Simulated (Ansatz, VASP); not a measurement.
# C: VASP beside Ansatz

```
CELL_PARAMETERS angstrom
2.46570 0.00000 0.00000
-1.23285 2.13536 0.00000
0.00000 0.00000 17.50000
ATOMIC_POSITIONS crystal
C 0.33333 0.66667 0.25714
C 0.66667 0.33333 0.25714
C 0.33333 0.83333 0.44629
C 0.66667 0.50000 0.44629
```

Alike in both runs: task single point; functional PBE; dispersion D3(BJ); k mesh 15 × 15 × 1; occupations gaussian, width 0.1 eV; no spin polarisation.

```csv
,VASP,Ansatz
version,VASP 6.6.1,Ansatz 0.2.0
potentials or method,"VASP PAW PBE potentials, release 64 (C), cutoff 520 eV","scalar-relativistic, plane waves, PAW"
valence electrons in the cell,16,16
```

```tsv
	VASP	Ansatz	Ansatz less VASP
gap on the k mesh at the Fermi level (eV)	0.64	0.64	-0.001
least direct gap on the mesh (eV)	0.64	0.64	-0.001
rms of the force components (eV/Å)	0.031	0.031	-0.0001
```

Atom by atom the forces differ by 0.000 eV/Å (rms over components).
